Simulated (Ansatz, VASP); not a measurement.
**Two plane-wave programs on Ba**

```xyz
1
Lattice="-2.4986 2.4986 2.4986 2.4986 -2.4986 2.4986 2.4986 2.4986 -2.4986" Properties=species:S:1:pos:R:3 pbc="T T T"
Ba    0.0000    0.0000    0.0000
```

Alike in both runs: functional PBE; k mesh 5 × 5 × 5; no spin polarisation.

Ansatz relaxed the structure, and its values are those at the end. VASP's run is a single point on that final structure, the one shown.

|  | VASP | Ansatz |
| --- | --- | --- |
| version | VASP 6.6.1 | Ansatz 0.2.0 |
| potentials or method | VASP PAW PBE potentials, release 64 (Ba_sv), cutoff 520 eV | PAW plane waves |
| occupations | fermi-dirac, width 0.1 eV | fermi-dirac |
| valence electrons in the cell | 10 | 10 |

Ansatz gave:

| Item | Value |
| --- | --- |
| gap on the k mesh at the Fermi level (eV) | none |
| pressure (GPa) | 0.0 |

**Question.** Estimate VASP's values.

**Answer.** gap on the k mesh at the Fermi level (eV): none; pressure (GPa): 0.1.

A gap of «none» marks a metal or a gap that the smearing closes.

Neither program's run includes spin-orbit coupling.
